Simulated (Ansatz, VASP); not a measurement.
**As in VASP and in Ansatz**

```
CELL_PARAMETERS angstrom
1.87975 1.08527 3.48577
-1.87975 1.08527 3.48577
0.00000 -2.17055 3.48577
ATOMIC_POSITIONS crystal
As 0.22754 0.22754 0.22754
As 0.77246 0.77246 0.77246
```

Alike in both runs: task electric field gradients; functional PBE; k mesh 11 × 11 × 11; occupations fermi-dirac, width 0.03 eV; no spin polarisation.

|  | VASP | Ansatz |
| --- | --- | --- |
| version | VASP 6.6.1 | Ansatz 0.2.0 |
| potentials or method | VASP PAW PBE potentials, release 64 (As), cutoff 520 eV | all-electron PAW with datasets made for the crystal, scalar-relativistic |

|  | VASP | Ansatz | Ansatz less VASP |
| --- | --- | --- | --- |
| pressure (GPa) | 3.9 | 3.6 | -0.30 |
| traceless stress, the component that is largest in VASP (GPa) | -0.82 | -0.73 | +0.091 |
| rms of the force components (eV/Å) | 0.161 | 0.126 | -0.0343 |
| size of Vzz on the site where it differs most (V/Å²) | 47.5 | 51.1 | +3.54 |

Atom by atom the forces differ by 0.034 eV/Å (rms over components). Ansatz ran all-electron here, and VASP with PAW potentials.
